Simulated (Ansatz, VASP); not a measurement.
**KZn2: VASP beside Ansatz**

```
K Zn
1.0
     2.13887    1.23488    6.12648
    -2.13887    1.23488    6.12648
     0.00000   -2.46975    6.12648
K Zn
1 2
Direct
  0.00000 0.00000 0.00000
  0.81331 0.81331 0.81331
  0.18669 0.18669 0.18669
```

Alike in both runs: functional PBE; k mesh 12 × 12 × 12; occupations gaussian, width 0.1 eV; no spin polarisation.

Ansatz relaxed the structure, and its values are those at the end. VASP's run is a single point on that final structure, the one shown.

|  | VASP | Ansatz |
| --- | --- | --- |
| version | VASP 6.6.1 | Ansatz 0.2.0 |
| potentials or method | VASP PAW PBE potentials, release 64 (K_sv, Zn), cutoff 520 eV | scalar-relativistic, plane waves, PAW |
| valence electrons in the cell | 33 | 33 |

```tsv
	VASP	Ansatz	Ansatz less VASP
gap on the k mesh at the Fermi level (eV)	none	none	-
pressure (GPa)	0.1	0.0	-0.06
```

A gap of «none» marks a metal or a gap that the smearing closes.
